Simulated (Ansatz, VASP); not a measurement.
## Two plane-wave programs on GaAs

File POSCAR:

```
GaAs
1.0
    0.0000000000      2.8332036537      2.8898677268
    2.8332036537      0.0000000000      2.8898677268
    2.8332036537      2.8332036537      0.0000000000
Ga As
1 1
Direct
    0.0000000000      0.0000000000      0.0000000000
    0.7500000000      0.7500000000      0.7500000000
```

INCAR.step1

```
SYSTEM = GaAs
PREC = Accurate
ENCUT = 520
ISMEAR = 0
SIGMA = 0.05
LREAL = .FALSE.
LASPH = .TRUE.
NELM = 100
NBANDS = 16
GGA = PE
ALGO = Normal
EDIFF = 1E-4
LWAVE = .TRUE.
LCHARG = .FALSE.
```

Contents of INCAR.step2:

```
SYSTEM = GaAs
PREC = Accurate
ENCUT = 520
EDIFF = 1E-6
ISMEAR = 0
SIGMA = 0.05
LREAL = .FALSE.
LASPH = .TRUE.
NELM = 100
ALGO = Normal
ISIF = 2
LWAVE = .FALSE.
LCHARG = .TRUE.
METAGGA = R2SCAN
LMIXTAU = .TRUE.
LELF = .TRUE.
LVHAR = .TRUE.
NBANDS = 16
ISTART = 1
```

The input KPOINTS:

```
regular mesh
0
G
  8 8 8
  0 0 0
```

Input for Ansatz:

```yaml
crystal:
  lattice:
    - [0.0, 2.8332036537, 2.8898677268]
    - [2.8332036537, 0.0, 2.8898677268]
    - [2.8332036537, 2.8332036537, 0.0]
  atoms:
    - { symbol: Ga, position: [0.0, 0.0, 0.0] }
    - { symbol: As, position: [0.75, 0.75, 0.75] }
basis:
  ecutwfc: 500
kpoints:
  mp_grid: { grid: [8, 8, 8] }
hamiltonian:
  xc: r2scan
scf:
  occupations: { method: gaussian, width: 0.05 }
output:
  forces: true
  stress: true
  eigenvalues: true
```

Change from the starting cell: strain +0.0200 x Voigt [0, 0, 1, 0, 0, 0], atoms carried along.

Alike in both runs: task single point; functional r2SCAN; k mesh 8 × 8 × 8; occupations gaussian, width 0.05 eV; no spin polarisation.

|  | VASP | Ansatz |
| --- | --- | --- |
| version | VASP 6.6.1 | Ansatz 0.2.0 |
| potentials or method | VASP PAW PBE potentials, release 64 (Ga_d, As), cutoff 520 eV | scalar-relativistic, plane waves, PAW |
| valence electrons in the cell | 18 | 28 |

|  | VASP | Ansatz | Ansatz less VASP |
| --- | --- | --- | --- |
| gap on the k mesh at the Fermi level (eV) | 0.74 | 0.76 | +0.019 |
| least direct gap on the mesh (eV) | 0.74 | 0.76 | +0.019 |
| pressure (GPa) | -1.3 | -1.4 | -0.10 |
| traceless stress, the component that is largest in VASP (GPa) | -0.89 | -0.92 | -0.024 |

VASP's potentials were made for PBE, not for r2SCAN. VASP's potentials hold 18 valence electrons a cell and Ansatz's 28, so a difference there can come from the potentials and not from the codes.
